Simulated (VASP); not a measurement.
**Ge: single point with PBE**

The system is Ge.

```
Ge
1.0
     0.00000    2.82877    2.82877
     2.82877    0.00000    2.82877
     2.82877    2.82877    0.00000
Ge
2
Cartesian
  2.8288 2.8288 2.8288
  4.2432 4.2432 4.2432
```

| Item | Value |
| --- | --- |
| Program | VASP 6.6.1 |
| Task | single point |
| Functional | PBE |
| Potentials or basis | VASP PAW PBE potentials, release 64 (Ge_d) |
| Cutoff | 520 eV |
| k mesh | 16 × 16 × 16 |
| Occupations | gaussian, width 0.15 eV |
| Spin | no spin polarisation |

- Pressure: 3.6 GPa

Levels at points of the mesh, in eV from the Fermi level:
| k point | band 12 | band 13 | band 14 | band 15 | band 16 | band 17 |
| --- | --- | --- | --- | --- | --- | --- |
| (0.00, 0.00, 0.00) | -0.08 | -0.08 | -0.08 | -0.04 | 2.48 | 2.48 |
| (0.50, 0.00, 0.00) | -7.68 | -1.48 | -1.48 | 0.11 | 3.67 | 3.67 |
| (0.50, 0.50, 0.00) | -8.96 | -3.15 | -3.15 | 0.68 | 0.68 | 9.44 |

It took 3.5 min on 1 thread of Intel Xeon 8259CL, on a shared host, peak memory 0.24 GiB.

Caveat: the cell stands under pressure.
